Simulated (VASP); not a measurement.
# Be2C in VASP: notebook

Be2C is run at these levels: LDA; tasks: single point.

All numbers are computed with VASP 6.6.1; they aren't measurements. Logs are shortened: lines on timing, memory, paths and dates and some standing lists are left out, and cuts for length are marked.

## (1) The cell of the first run

The structure is tetragonal, space group I4/mmm (No. 139). Conventional cell: a = 3.018 Å, b = 3.018 Å, c = 4.247 Å, α = 90.00°, β = 90.00°, γ = 90.00°. Be (site symmetry -4m2) has 4 C at 1.85 Å and 6 Be at 2.12 to 2.13 Å within 2.4 Å. Within 2.4 Å of C (site symmetry 4/mmm) lie 8 Be at 1.85 Å.

## (2) Single point, LDA (z stretched by -0.5 %, x and y held)

Contents of INCAR:

```
SYSTEM = Be2C
ALGO     = Normal         ! electronic algorithm
EDIFF    = 1E-6           ! SCF threshold, eV
ENCUT    = 600            ! plane-wave cutoff, eV
GGA      = CA             ! functional
GGA_COMPAT= .FALSE.      
ISIF     = 2              ! what is computed and relaxed
ISMEAR   = 0              ! smearing method
LASPH    = .TRUE.         ! aspherical terms in the spheres
LCHARG   = .TRUE.         ! write CHGCAR
LELF     = .TRUE.         ! ELF
LREAL    = .FALSE.        ! projectors in reciprocal space
LVHAR    = .TRUE.       
LWAVE    = .FALSE.        ! write WAVECAR
NBANDS   = 11             ! bands
NELM     = 120            ! most SCF steps
PREC     = Accurate       ! precision mode
SIGMA    = 0.01           ! smearing width, eV
```

Contents of KPOINTS:

```
k-points
0
G
  10 10 10
  0 0 0
```

Contents of POSCAR:

```
Be2C
1.0
    0.0000000000      2.1341541414      2.1234833707
    2.1341541414      0.0000000000      2.1234833707
    2.1341541414      2.1341541414      0.0000000000
Be C
2 1
Direct
    0.2500000000      0.2500000000      0.2500000000
    0.7500000000      0.7500000000      0.7500000000
    0.0000000000      0.0000000000      0.0000000000
```

Potentials or basis: VASP PAW LDA potentials, release 64 (Be, C).

Command:

```bash
> cat potpaw_LDA.64/Be/POTCAR potpaw_LDA.64/C/POTCAR > POTCAR
> mpirun -np 1 vasp_std > vasp.out
```

OUTCAR:

```text
SYSTEM = Be2C
   EDIFF = 1E-6
   ENCUT = 600
   GGA = CA
   ISIF = 2
   ISMEAR = 0
   LASPH = .TRUE.
   LREAL = .FALSE.
   NELM = 120
   PREC = Accurate

 ion  position               nearest neighbor table
   1  0.250  0.250  0.250-   3 1.85   3 1.85   3 1.85   3 1.85   2 2.12   2 2.12   2 2.13   2 2.13
                             2 2.13   2 2.13
   2  0.750  0.750  0.750-   3 1.85   3 1.85   3 1.85   3 1.85   1 2.12   1 2.12   1 2.13   1 2.13
                             1 2.13   1 2.13
   3  0.000  0.000  0.000-   2 1.85   2 1.85   2 1.85   1 1.85   2 1.85   1 1.85   1 1.85   1 1.85

  LATTYP: Found a body centered tetragonal cell.
 ALAT       =     3.0181497310
 C/A-ratio  =     1.4071424946

  Lattice vectors:

 A1 = (   0.0000000000,  -2.1341541414,  -2.1234833707)
 A2 = (   0.0000000000,   2.1341541414,  -2.1234833707)
 A3 = (   2.1341541414,   0.0000000000,   2.1234833707)

Analysis of symmetry for initial positions (statically):
=====================================================================
 Subroutine PRICEL returns:
 Original cell was already a primitive cell.

 Routine SETGRP: Setting up the symmetry group for a
 body centered tetragonal supercell.

 Subroutine GETGRP returns: Found 16 space group operations
 (whereof 16 operations were pure point group operations)
 out of a pool of 16 trial point group operations.

The static configuration has the point symmetry D_4h.

Analysis of symmetry for dynamics (positions and initial velocities):
=====================================================================
 Subroutine PRICEL returns:
 Original cell was already a primitive cell.

 Routine SETGRP: Setting up the symmetry group for a
 body centered tetragonal supercell.

 Subroutine GETGRP returns: Found 16 space group operations
 (whereof 16 operations were pure point group operations)
 out of a pool of 16 trial point group operations.

The dynamic configuration has the point symmetry D_4h.

 Subroutine INISYM returns: Found 16 space group operations
 (whereof 16 operations are pure point group operations),
 and found     1 'primitive' translations

----------------------------------------------------------------------------------------

                                     Primitive cell

  volume of cell :      19.3433

  direct lattice vectors                    reciprocal lattice vectors
     0.000000000  2.134154141  2.123483371    -0.234284858  0.234284858  0.235462169
     2.134154141  0.000000000  2.123483371     0.234284858 -0.234284858  0.235462169
     2.134154141  2.134154141  0.000000000     0.234284858  0.234284858 -0.235462169

  length of vectors
     3.010613812  3.010613812  3.018149731     0.406474135  0.406474135  0.406474135

  position of ions in fractional coordinates (direct lattice)
     0.250000000  0.250000000  0.250000000
     0.750000000  0.750000000  0.750000000
     0.000000000  0.000000000  0.000000000

  ion indices of the primitive-cell ions
   primitive index   ion index
                 1           1
                 2           2
                 3           3

----------------------------------------------------------------------------------------

 KPOINTS: k-points

Automatic generation of k-mesh.
 Grid dimensions read from file:
 generate k-points for:   10   10   10

 Generating k-lattice:

  Cartesian coordinates                     Fractional coordinates (reciprocal lattice)
    -0.023428486  0.023428486  0.023546217     0.100000000 -0.000000000  0.000000000
     0.023428486 -0.023428486  0.023546217    -0.000000000  0.100000000  0.000000000
     0.023428486  0.023428486 -0.023546217     0.000000000  0.000000000  0.100000000

  Length of vectors
     0.040647413  0.040647413  0.040647413

  Shift w.r.t. Gamma in fractional coordinates (k-lattice)
     0.000000000  0.000000000  0.000000000

 Subroutine IBZKPT returns following result:
 ===========================================

 Found    102 irreducible k-points:

 Following reciprocal coordinates:
            Coordinates               Weight
  0.000000  0.000000  0.000000      1.000000
  0.100000 -0.000000  0.000000      8.000000
  0.200000 -0.000000  0.000000      8.000000
  0.300000 -0.000000  0.000000      8.000000
  0.400000 -0.000000  0.000000      8.000000
  0.500000 -0.000000  0.000000      4.000000
[... 16 lines left out ...]
  0.300000  0.300000  0.000000      2.000000
  0.400000  0.300000  0.000000      8.000000
 [... further k-points ...]
   k-points           NKPTS =    102   k-points in BZ     NKDIM =    102   number of bands    NBANDS=     11
   number of dos      NEDOS =    301   number of ions     NIONS =      3
   total plane-waves  NPLWV =  13824
   dimension x,y,z NGX =    24 NGY =   24 NGZ =   24
   dimension x,y,z NGXF=    48 NGYF=   48 NGZF=   48
   ions per type =               2   1
   NGX,Y,Z   is equivalent  to a cutoff of  13.25, 13.25, 13.22 a.u.
   NGXF,Y,Z  is equivalent  to a cutoff of  26.51, 26.51, 26.44 a.u.
 SYSTEM =  Be2C
   PREC   = accura    normal or accurate (medium, high low for compatibility)
   ISTART =      0    job   : 0-new  1-cont  2-samecut
   ICHARG =      2    charge: 1-file 2-atom 10-const
   ISPIN  =      1    spin polarized calculation?
   LNONCOLLINEAR =      F non collinear calculations
   LSORBIT =      F    spin-orbit coupling
   LASPH  =      T    aspherical Exc in radial PAW
   ENCUT  =  600.0 eV  44.10 Ry    6.64 a.u.   6.01  6.01  6.03*2*pi/ulx,y,z
   NELM   =    120;   NELMIN=  2; NELMDL= -5     # of ELM steps
   EDIFF  = 0.1E-05   stopping-criterion for ELM
   LREAL  =      F    real-space projection
   EDIFFG = 0.1E-04   stopping-criterion for IOM
   NSW    =      0    number of steps for IOM
   IBRION =     -1    ionic relax: 0-MD 1-quasi-New 2-CG
   NFREE  =      0    steps in history (QN), initial steepest desc. (CG)
   ISIF   =      2    stress and relaxation
   ISYM   =      2    0-nonsym 1-usesym 2-fastsym
   POTIM  = 0.5000    time-step for ionic-motion
   TEBEG  =    0.0;   TEEND  =   0.0 temperature during run
   PSTRESS=    0.0 pullay stress
   NELECT =       8.0000    total number of electrons
   NUPDOWN=      -1.0000    fix difference up-down
   EMIN   =  10.00;   EMAX   =-10.00  energy-range for DOS
   EFERMI =   0.00;   METHOD = LEGACY
   ISMEAR =     0;   SIGMA  =   0.01  broadening in eV -4-tet -1-fermi 0-gaus
   EFERMI_NEDOS =   21; number of points for ismear=-14 and -15
   IALGO  =     38    algorithm
   IMIX   =      4    mixing-type and parameters
     AMIX     =   0.40;   BMIX     =  1.00
     AMIX_MAG =   1.60;   BMIX_MAG =  1.00
  volume/ion in A,a.u.               =       6.45        43.51
  Fermi-wavevector in a.u.,A,eV,Ry     =   1.219723  2.304943 20.241729  1.487725
  Thomas-Fermi vector in A             =   2.354966
   LORBIT       =      0    0 simple, 1 ext, 2 COOP (PROOUT), +10 PAW based schemes
   GGA     = CA    functional components
   LHFCALC =     F    Hartree Fock is set to
   AEXX    =    0.0000 exact exchange contribution
   IVDW    =     0    specifies the selected vdW correction
   LEPSILON=     F    determine dielectric tensor
   LRPA    =     F    only Hartree local field effects (RPA)
 non-spin polarized calculation
 Gauss-broadening in eV      SIGMA  =   0.01
  energy-cutoff  :      600.00
  volume of cell :       19.34
 maximum number of plane-waves:       657
   NGX = 13   NGY = 13   NGZ = 13

 number of electron       7.9999999 magnetization

 Free energy of the ion-electron system (eV)
  ---------------------------------------------------
  ext. energy  EPLUGINS =         0.00000000
  ---------------------------------------------------
  free energy    TOTEN  =       -19.43109494 eV

  energy without entropy =      -19.43109494  energy(sigma->0) =      -19.43109494

 E-fermi :   8.1456     XC(G=0): -11.7111

 val. band max:        8.0237204611   @ k =   0.0000   0.0000   0.0000
 cond. band min:       9.1477763334   @ k =   0.5000   0.5000   0.0000
 fundamental gap:      1.1240558722
 Fermi energy:         8.1455674401

 k-point     1 :       0.0000    0.0000    0.0000
  band No.  band energies     occupation
      1      -7.2168      2.00000
      2       7.9800      2.00000
      3       7.9800      2.00000
      4       8.0237      2.00000
      5      12.0556      0.00000
      6      12.1304      0.00000
      7      12.1304      0.00000
      8      15.3982      0.00000
      9      21.3197      0.00000
     10      21.3197      0.00000
     11      21.5240      0.00000

 k-point     2 :       0.1000   -0.0000    0.0000
  band No.  band energies     occupation
      1      -7.0544      2.00000
      2       6.6325      2.00000
      3       7.6545      2.00000
      4       7.6866      2.00000
      5      12.5472      0.00000
      6      12.5934      0.00000
      7      13.0388      0.00000
      8      15.6919      0.00000
      9      20.2750      0.00000
     10      20.3838      0.00000
     11      21.8537      0.00000

 k-point     3 :       0.2000   -0.0000    0.0000
  band No.  band energies     occupation
      1      -6.5727      2.00000
      2       4.2479      2.00000
      3       7.0341      2.00000
      4       7.0748      2.00000
      5      13.3326      0.00000
      6      13.3472      0.00000
      7      14.1752      0.00000
      8      16.4617      0.00000
      9      19.3801      0.00000
     10      19.4310      0.00000
     11      23.1027      0.00000
[... 267 lines left out ...]
 k-point    23 :       0.3000    0.3000    0.0000
  band No.  band energies     occupation
      1      -5.3525      2.00000
      2       3.9381      2.00000
      3       4.1116      2.00000
      4       4.1116      2.00000
      5      11.1074      0.00000
      6      13.3282      0.00000
      7      17.7765      0.00000
      8      17.7765      0.00000
      9      21.6206      0.00000
     10      25.7437      0.00000
     11      25.7437      0.00000

 k-point    24 :       0.4000    0.3000    0.0000
  band No.  band energies     occupation
      1      -4.6666      2.00000
      2       2.4127      2.00000
      3       3.7046      2.00000
      4       3.7561      2.00000
      5      10.7591      0.00000
      6      13.9899      0.00000
      7      18.4768      0.00000
      8      18.7109      0.00000
      9      22.4924      0.00000
     10      25.3073      0.00000
     11      26.0479      0.00000

 [... further k-points ...]
[... 5 lines left out ...]
  --------------------------------------------------------------------------------------
  -------------------------------------------------------------------------------------
  Total        0.0731892      0.0731892      0.4295899      0.0000000     -0.0000000      0.0000000
  in kB        6.0621528      6.0621528     35.5823167      0.0000000     -0.0000000      0.0000000
  external PRESSURE =      15.9022074 kB  Pullay stress =       0.0000000 kB

 VOLUME and BASIS-vectors are now :
 -----------------------------------------------------------------------------
  energy-cutoff  :      600.00
  volume of cell :       19.34
      direct lattice vectors                 reciprocal lattice vectors
     0.000000000  2.134154141  2.123483371    -0.234284858  0.234284858  0.235462169
     2.134154141  0.000000000  2.123483371     0.234284858 -0.234284858  0.235462169
     2.134154141  2.134154141  0.000000000     0.234284858  0.234284858 -0.235462169

 POSITION                                       TOTAL-FORCE (eV/Angst)
 -----------------------------------------------------------------------------------
      1.06708      1.06708      1.06174         0.000000      0.000000     -0.000000
      3.20123      3.20123      3.18523        -0.000000     -0.000000      0.000000
      0.00000      0.00000      0.00000         0.000000      0.000000     -0.000000
 -----------------------------------------------------------------------------------
    total drift:                               -0.000000     -0.000000      0.000000

  FREE ENERGIE OF THE ION-ELECTRON SYSTEM (eV)
  ---------------------------------------------------
  free  energy   TOTEN  =       -19.4310949440 eV

  energy  without entropy=      -19.4310949440  energy(sigma->0) =      -19.43109494
```

Wall time 6.6 s (1 thread of Intel Xeon 6975P-C (Granite Rapids), shared host); peak memory 0.14 GiB.

What came out:

| Quantity | Value |
| --- | --- |
| Free energy | -19.4311 eV |
| Pressure | 1.6 GPa |
| Band gap on the k mesh | 1.12 eV, indirect (least direct gap 4.03 eV) |

Stress tensor (GPa, compression positive):
```
0.61 0.00 0.00
0.00 0.61 0.00
0.00 0.00 3.56
```

Caveat: the cell differs from its parent crystal (z stretched by -0.5 %, x and y held). A k mesh can miss the band edges.

## (3) Single point, LDA (z stretched by +0.5 %, x and y held)

Contents of INCAR:

```
SYSTEM = Be2C
PREC = Accurate
ENCUT = 600
EDIFF = 1E-6
ISMEAR = 0
SIGMA = 0.01
LREAL = .FALSE.
LASPH = .TRUE.
NELM = 120
ALGO = Normal
ISIF = 2
LWAVE = .FALSE.
LCHARG = .FALSE.
GGA = CA
NBANDS = 11
GGA_COMPAT = .FALSE.
```

Contents of KPOINTS:

```
Automatic mesh
0
G
  10 10 10
  0 0 0
```

Contents of POSCAR:

```
Be2C
1.0
    0.0000000000      2.1341541414      2.1448249121
    2.1341541414      0.0000000000      2.1448249121
    2.1341541414      2.1341541414      0.0000000000
Be C
2 1
Direct
    0.2500000000      0.2500000000      0.2500000000
    0.7500000000      0.7500000000      0.7500000000
    0.0000000000      0.0000000000      0.0000000000
```

Potentials or basis: VASP PAW LDA potentials, release 64 (Be, C).

Command:

```bash
> cat potpaw_LDA.64/Be/POTCAR potpaw_LDA.64/C/POTCAR > POTCAR
> mpirun -np 1 vasp_std > vasp.out
```

Run time: 6.4 s. Hardware: 1 thread of Intel Xeon 6975P-C (Granite Rapids), shared host; peak memory 0.14 GiB.

Results (log left out):

- Free energy: -19.4319 eV
- Pressure: -0.6 GPa
- Band gap on the k mesh: 1.16 eV, indirect (least direct gap 4.05 eV)

Stress tensor (GPa, compression positive):
```
 0.38  0.00  0.00
 0.00  0.38  0.00
 0.00  0.00 -2.53
```

Levels at points of the mesh, in eV from the valence-band top:
| k point | band 2 | band 3 | band 4 | band 5 | band 6 | band 7 |
| --- | --- | --- | --- | --- | --- | --- |
| (0.00, 0.00, 0.00) | -0.04 | 0.00 | 0.00 | 4.05 | 4.05 | 4.13 |
| (0.50, 0.00, 0.00) | -8.94 | -1.95 | -1.88 | 4.95 | 5.01 | 7.52 |
| (0.50, 0.50, 0.00) | -6.89 | -4.88 | -4.88 | 1.23 | 6.12 | 13.47 |
| (0.50, 0.00, 0.50) | -6.82 | -4.94 | -4.92 | 1.16 | 6.02 | 13.40 |

Caveat: the cell differs from its parent crystal (z stretched by +0.5 %, x and y held). A k mesh can miss the band edges.

(Continued in part 2 of 2.)
